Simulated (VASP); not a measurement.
# K2S (Fm-3m) in VASP: notebook

Aim: see how the results for K2S move with the level of theory and the settings. Levels: revPBE+D4, revPBE. Tasks: single point.

All numbers are computed with VASP 6.6.1; they aren't measurements. Logs are shortened: lines on timing, memory, paths and dates and some standing lists are left out, and cuts for length are marked.

### Step 1. The cell of the first run

The structure is cubic, space group Fm-3m (No. 225). Conventional cell: a = 7.504 Å, b = 7.504 Å, c = 7.504 Å, α = 90.00°, β = 90.00°, γ = 90.00°. K (site symmetry -43m) has 4 S at 3.25 Å and 6 K at 3.75 Å within 4.3 Å. S (site symmetry m-3m) has 8 K at 3.25 Å within 4.3 Å.

### Step 2. Single point, revPBE+D4 (35.21 Å³/atom)

INCAR

```
PREC = Accurate
ENCUT = 500
EDIFF = 1E-6
ISMEAR = 0
SIGMA = 0.05
LREAL = F
LASPH = T
NELM = 120
ALGO = Normal
ISIF = 2
LWAVE = F
LCHARG = F
GGA = RE
IVDW = 13
NBANDS = 19
GGA_COMPAT = F
```

KPOINTS

```
regular mesh
0
Gamma
  6 6 6
```

POSCAR

```
K2S
1.0
    0.0000000000      3.7517525658      3.7517525658
    3.7517525658      0.0000000000      3.7517525658
    3.7517525658      3.7517525658      0.0000000000
K S
2 1
Direct
    0.2500000000      0.2500000000      0.2500000000
    0.7500000000      0.7500000000      0.7500000000
    0.0000000000      0.0000000000      0.0000000000
```

Potentials or basis: VASP PAW PBE potentials, release 64 (K_sv, S).

On the command line:

```console
$ cat potpaw_PBE.64/K_sv/POTCAR potpaw_PBE.64/S/POTCAR > POTCAR
$ mpirun -np 1 vasp_std > vasp.out
```

OUTCAR:

```text
PREC = Accurate
   ENCUT = 500
   EDIFF = 1E-6
   ISMEAR = 0
   LREAL = F
   LASPH = T
   NELM = 120
   ISIF = 2
   GGA = RE
   IVDW = 13

 ion  position               nearest neighbor table
   1  0.250  0.250  0.250-   3 3.25   3 3.25   3 3.25   3 3.25   2 3.75   2 3.75   2 3.75   2 3.75
                             2 3.75   2 3.75
   2  0.750  0.750  0.750-   3 3.25   3 3.25   3 3.25   3 3.25   1 3.75   1 3.75   1 3.75   1 3.75
                             1 3.75   1 3.75
   3  0.000  0.000  0.000-   2 3.25   2 3.25   2 3.25   1 3.25   2 3.25   1 3.25   1 3.25   1 3.25

  LATTYP: Found a face centered cubic cell.
 ALAT       =     7.5035051316

  Lattice vectors:

 A1 = (   0.0000000000,   3.7517525658,   3.7517525658)
 A2 = (   3.7517525658,   0.0000000000,   3.7517525658)
 A3 = (   3.7517525658,   3.7517525658,   0.0000000000)

Analysis of symmetry for initial positions (statically):
=====================================================================
 Subroutine PRICEL returns:
 Original cell was already a primitive cell.

 Routine SETGRP: Setting up the symmetry group for a
 face centered cubic supercell.

 Subroutine GETGRP returns: Found 48 space group operations
 (whereof 48 operations were pure point group operations)
 out of a pool of 48 trial point group operations.

The static configuration has the point symmetry O_h .

Analysis of symmetry for dynamics (positions and initial velocities):
=====================================================================
 Subroutine PRICEL returns:
 Original cell was already a primitive cell.

 Routine SETGRP: Setting up the symmetry group for a
 face centered cubic supercell.

 Subroutine GETGRP returns: Found 48 space group operations
 (whereof 48 operations were pure point group operations)
 out of a pool of 48 trial point group operations.

The dynamic configuration has the point symmetry O_h .

 Subroutine INISYM returns: Found 48 space group operations
 (whereof 48 operations are pure point group operations),
 and found     1 'primitive' translations

----------------------------------------------------------------------------------------

                                     Primitive cell

  volume of cell :     105.6167

  direct lattice vectors                    reciprocal lattice vectors
     0.000000000  3.751752566  3.751752566    -0.133271049  0.133271049  0.133271049
     3.751752566  0.000000000  3.751752566     0.133271049 -0.133271049  0.133271049
     3.751752566  3.751752566  0.000000000     0.133271049  0.133271049 -0.133271049

  length of vectors
     5.305779361  5.305779361  5.305779361     0.230832228  0.230832228  0.230832228

  position of ions in fractional coordinates (direct lattice)
     0.250000000  0.250000000  0.250000000
     0.750000000  0.750000000  0.750000000
     0.000000000  0.000000000  0.000000000

  ion indices of the primitive-cell ions
   primitive index   ion index
                 1           1
                 2           2
                 3           3

----------------------------------------------------------------------------------------

 KPOINTS: regular mesh

Automatic generation of k-mesh.
 Grid dimensions read from file:
 generate k-points for:    6    6    6

 Generating k-lattice:

  Cartesian coordinates                     Fractional coordinates (reciprocal lattice)
    -0.022211841  0.022211841  0.022211841     0.166666667  0.000000000  0.000000000
     0.022211841 -0.022211841  0.022211841     0.000000000  0.166666667  0.000000000
     0.022211841  0.022211841 -0.022211841     0.000000000  0.000000000  0.166666667

  Length of vectors
     0.038472038  0.038472038  0.038472038

  Shift w.r.t. Gamma in fractional coordinates (k-lattice)
     0.000000000  0.000000000  0.000000000

 Subroutine IBZKPT returns following result:
 ===========================================

 Found     16 irreducible k-points:

 Following reciprocal coordinates:
            Coordinates               Weight
  0.000000  0.000000  0.000000      1.000000
  0.166667  0.000000  0.000000      8.000000
  0.333333  0.000000  0.000000      8.000000
  0.500000  0.000000  0.000000      4.000000
  0.166667  0.166667  0.000000      6.000000
  0.333333  0.166667  0.000000     24.000000
[... 8 lines left out ...]
 -0.333333  0.333333  0.166667     24.000000
 -0.333333  0.500000  0.166667     12.000000
   k-points           NKPTS =     16   k-points in BZ     NKDIM =     16   number of bands    NBANDS=     19
   number of dos      NEDOS =    301   number of ions     NIONS =      3
   total plane-waves  NPLWV =  64000
   dimension x,y,z NGX =    40 NGY =   40 NGZ =   40
   dimension x,y,z NGXF=    80 NGYF=   80 NGZF=   80
   ions per type =               2   1
   NGX,Y,Z   is equivalent  to a cutoff of  12.53, 12.53, 12.53 a.u.
   NGXF,Y,Z  is equivalent  to a cutoff of  25.07, 25.07, 25.07 a.u.
 SYSTEM =  unknown system
   PREC   = accura    normal or accurate (medium, high low for compatibility)
   ISTART =      0    job   : 0-new  1-cont  2-samecut
   ICHARG =      2    charge: 1-file 2-atom 10-const
   ISPIN  =      1    spin polarized calculation?
   LNONCOLLINEAR =      F non collinear calculations
   LSORBIT =      F    spin-orbit coupling
   LASPH  =      T    aspherical Exc in radial PAW
   ENCUT  =  500.0 eV  36.75 Ry    6.06 a.u.   9.67  9.67  9.67*2*pi/ulx,y,z
   NELM   =    120;   NELMIN=  2; NELMDL= -5     # of ELM steps
   EDIFF  = 0.1E-05   stopping-criterion for ELM
   LREAL  =      F    real-space projection
   EDIFFG = 0.1E-04   stopping-criterion for IOM
   NSW    =      0    number of steps for IOM
   IBRION =     -1    ionic relax: 0-MD 1-quasi-New 2-CG
   NFREE  =      0    steps in history (QN), initial steepest desc. (CG)
   ISIF   =      2    stress and relaxation
   ISYM   =      2    0-nonsym 1-usesym 2-fastsym
   POTIM  = 0.5000    time-step for ionic-motion
   TEBEG  =    0.0;   TEEND  =   0.0 temperature during run
   PSTRESS=    0.0 pullay stress
   NELECT =      24.0000    total number of electrons
   NUPDOWN=      -1.0000    fix difference up-down
   EMIN   =  10.00;   EMAX   =-10.00  energy-range for DOS
   EFERMI =   0.00;   METHOD = LEGACY
   ISMEAR =     0;   SIGMA  =   0.05  broadening in eV -4-tet -1-fermi 0-gaus
   EFERMI_NEDOS =   21; number of points for ismear=-14 and -15
   IALGO  =     38    algorithm
   IMIX   =      4    mixing-type and parameters
     AMIX     =   0.40;   BMIX     =  1.00
     AMIX_MAG =   1.60;   BMIX_MAG =  1.00
  volume/ion in A,a.u.               =      35.21       237.58
  Fermi-wavevector in a.u.,A,eV,Ry     =   0.999005  1.887846 13.578768  0.998011
  Thomas-Fermi vector in A             =   2.131266
   LORBIT       =      0    0 simple, 1 ext, 2 COOP (PROOUT), +10 PAW based schemes
   GGA     = RE    functional components
   LHFCALC =     F    Hartree Fock is set to
   AEXX    =    0.0000 exact exchange contribution
   IVDW    =    13    specifies the selected vdW correction
   LEPSILON=     F    determine dielectric tensor
   LRPA    =     F    only Hartree local field effects (RPA)
 non-spin polarized calculation
 Gauss-broadening in eV      SIGMA  =   0.05
  energy-cutoff  :      500.00
  volume of cell :      105.62
 maximum number of plane-waves:      2733
 NGX is ok and might be reduce to    40
   NGX = 19   NGY = 19   NGZ = 19

 number of electron      24.0000003 magnetization

 Free energy of the ion-electron system (eV)
  ---------------------------------------------------
  ext. energy  EPLUGINS =         0.00000000
  ---------------------------------------------------
  free energy    TOTEN  =        -8.88779169 eV

  energy without entropy =       -8.88779169  energy(sigma->0) =       -8.88779169

 E-fermi :  -0.0669     XC(G=0):  -6.9178

 val. band max:       -0.3319627577   @ k =   0.5000   0.5000   0.0000
 cond. band min:       2.1802423097   @ k =   0.0000   0.0000   0.0000
 fundamental gap:      2.5122050674
 Fermi energy:        -0.0668798085

 k-point     1 :       0.0000    0.0000    0.0000
  band No.  band energies     occupation
      1     -29.7531      2.00000
      2     -29.6851      2.00000
      3     -13.2972      2.00000
      4     -13.2972      2.00000
      5     -13.2972      2.00000
      6     -13.0921      2.00000
[... 11 lines left out ...]
     18       7.1323      0.00000
     19       7.9936      0.00000

 k-point     2 :       0.1667    0.0000    0.0000
  band No.  band energies     occupation
      1     -29.7483      2.00000
      2     -29.6894      2.00000
      3     -13.2913      2.00000
      4     -13.2851      2.00000
      5     -13.2851      2.00000
      6     -13.1257      2.00000
[... 11 lines left out ...]
     18       7.2713      0.00000
     19       7.5297      0.00000

 k-point     3 :       0.3333    0.0000    0.0000
  band No.  band energies     occupation
      1     -29.7355      2.00000
      2     -29.7015      2.00000
      3     -13.2810      2.00000
      4     -13.2508      2.00000
      5     -13.2508      2.00000
      6     -13.1885      2.00000
[... 11 lines left out ...]
     18       7.3070      0.00000
     19       7.3075      0.00000

 k-point     4 :       0.5000    0.0000    0.0000
  band No.  band energies     occupation
      1     -29.7184      2.00000
      2     -29.7183      2.00000
      3     -13.2783      2.00000
      4     -13.2163      2.00000
      5     -13.2050      2.00000
      6     -13.2050      2.00000
[... 11 lines left out ...]
     18       7.2528      0.00000
     19       7.4034      0.00000

 k-point     5 :       0.1667    0.1667    0.0000
  band No.  band energies     occupation
      1     -29.7472      2.00000
      2     -29.6905      2.00000
      3     -13.3101      2.00000
      4     -13.3101      2.00000
      5     -13.2330      2.00000
      6     -13.1896      2.00000
[... 11 lines left out ...]
     18       7.0931      0.00000
     19       7.0931      0.00000

 k-point     6 :       0.3333    0.1667    0.0000
  band No.  band energies     occupation
      1     -29.7381      2.00000
      2     -29.6989      2.00000
      3     -13.3190      2.00000
      4     -13.3067      2.00000
      5     -13.2701      2.00000
      6     -13.1731      2.00000
[... 11 lines left out ...]
     18       7.1083      0.00000
     19       7.7316      0.00000

 k-point     7 :       0.5000    0.1667    0.0000
  band No.  band energies     occupation
      1     -29.7239      2.00000
      2     -29.7126      2.00000
      3     -13.3491      2.00000
      4     -13.2860      2.00000
      5     -13.2738      2.00000
      6     -13.1452      2.00000
[... 11 lines left out ...]
     18       6.9565      0.00000
     19       7.6743      0.00000

 k-point     8 :      -0.3333    0.1667    0.0000
  band No.  band energies     occupation
      1     -29.7281      2.00000
      2     -29.7085      2.00000
      3     -13.3541      2.00000
      4     -13.2570      2.00000
      5     -13.2188      2.00000
      6     -13.1980      2.00000
[... 11 lines left out ...]
     18       6.9322      0.00000
     19       7.4796      0.00000

 k-point     9 :      -0.1667    0.1667    0.0000
  band No.  band energies     occupation
      1     -29.7413      2.00000
      2     -29.6960      2.00000
      3     -13.3286      2.00000
      4     -13.2497      2.00000
      5     -13.2391      2.00000
      6     -13.1928      2.00000
[... 11 lines left out ...]
     18       7.2340      0.00000
     19       7.3206      0.00000

 k-point    10 :       0.3333    0.3333    0.0000
  band No.  band energies     occupation
      1     -29.7352      2.00000
      2     -29.7013      2.00000
      3     -13.3732      2.00000
      4     -13.3355      2.00000
      5     -13.3355      2.00000
      6     -13.1016      2.00000
[... 11 lines left out ...]
     18       7.1549      0.00000
     19       7.5458      0.00000

 k-point    11 :       0.5000    0.3333    0.0000
  band No.  band energies     occupation
      1     -29.7279      2.00000
      2     -29.7083      2.00000
      3     -13.4287      2.00000
      4     -13.3334      2.00000
      5     -13.3280      2.00000
      6     -13.0835      2.00000
[... 11 lines left out ...]
     18       7.1753      0.00000
     19       7.5533      0.00000

 k-point    12 :      -0.3333    0.3333    0.0000
  band No.  band energies     occupation
      1     -29.7181      2.00000
      2     -29.7181      2.00000
      3     -13.4198      2.00000
      4     -13.3081      2.00000
      5     -13.2851      2.00000
      6     -13.1320      2.00000
[... 11 lines left out ...]
     18       6.9647      0.00000
     19       7.6778      0.00000

 k-point    13 :       0.5000    0.5000    0.0000
  band No.  band energies     occupation
      1     -29.7293      2.00000
      2     -29.7067      2.00000
      3     -13.4602      2.00000
      4     -13.3481      2.00000
      5     -13.3481      2.00000
      6     -13.0610      2.00000
[... 11 lines left out ...]
     18       7.2834      0.00000
     19       7.2883      0.00000

 k-point    14 :       0.5000    0.3333    0.1667
  band No.  band energies     occupation
      1     -29.7295      2.00000
      2     -29.7069      2.00000
      3     -13.3808      2.00000
      4     -13.3308      2.00000
      5     -13.2672      2.00000
      6     -13.1465      2.00000
[... 11 lines left out ...]
     18       7.2717      0.00000
     19       7.6281      0.00000

 k-point    15 :      -0.3333    0.3333    0.1667
  band No.  band energies     occupation
      1     -29.7181      2.00000
      2     -29.7181      2.00000
      3     -13.4115      2.00000
      4     -13.3479      2.00000
      5     -13.2095      2.00000
      6     -13.2076      2.00000
[... 11 lines left out ...]
     18       6.9861      0.00000
     19       7.5757      0.00000

 k-point    16 :      -0.3333    0.5000    0.1667
  band No.  band energies     occupation
      1     -29.7236      2.00000
      2     -29.7124      2.00000
      3     -13.4454      2.00000
      4     -13.3637      2.00000
      5     -13.2783      2.00000
      6     -13.1348      2.00000
[... 11 lines left out ...]
     18       7.2096      0.00000
     19       7.3405      0.00000

------------------------ aborting loop because EDIFF is reached ----------------------------------------

  DFT-D4 for vdW energy calculation

  Edisp (eV):   -0.42215

  FORCE on cell =-STRESS in cart. coord.  units (eV):
  Direction    XX          YY          ZZ          XY          YZ          ZX
  --------------------------------------------------------------------------------------
  -------------------------------------------------------------------------------------
  Total       0.01415     0.01415     0.01415     0.00000     0.00000     0.00000
  in kB       0.21469     0.21469     0.21469     0.00000     0.00000     0.00000
  external pressure =        0.21 kB  Pullay stress =        0.00 kB

 VOLUME and BASIS-vectors are now :
 -----------------------------------------------------------------------------
  energy-cutoff  :      500.00
  volume of cell :      105.62
      direct lattice vectors                 reciprocal lattice vectors
     0.000000000  3.751752566  3.751752566    -0.133271049  0.133271049  0.133271049
     3.751752566  0.000000000  3.751752566     0.133271049 -0.133271049  0.133271049
     3.751752566  3.751752566  0.000000000     0.133271049  0.133271049 -0.133271049

 POSITION                                       TOTAL-FORCE (eV/Angst)
 -----------------------------------------------------------------------------------
      1.87588      1.87588      1.87588         0.000000      0.000000      0.000000
      5.62763      5.62763      5.62763        -0.000000     -0.000000     -0.000000
      0.00000      0.00000      0.00000        -0.000000      0.000000      0.000000
 -----------------------------------------------------------------------------------
    total drift:                               -0.000000     -0.000000      0.000000

  FREE ENERGIE OF THE ION-ELECTRON SYSTEM (eV)
  ---------------------------------------------------
  free  energy   TOTEN  =        -9.3099461079 eV

  energy  without entropy=       -9.3099461079  energy(sigma->0) =       -9.30994611
```

It took 59 s on 1 thread of Intel Xeon 8259CL, shared host; peak memory 0.24 GiB.

What came out:

- Free energy: -9.3099 eV
- Pressure: 0.0 GPa
- Band gap on the k mesh: 2.51 eV (least direct gap 2.67 eV)
- Dispersion energy per atom: -0.141 eV

Caveat: the PAW data sets were made with another functional, which shifts forces and pressure a little. A k mesh can miss the band edges.

[end of part 1 of 2]
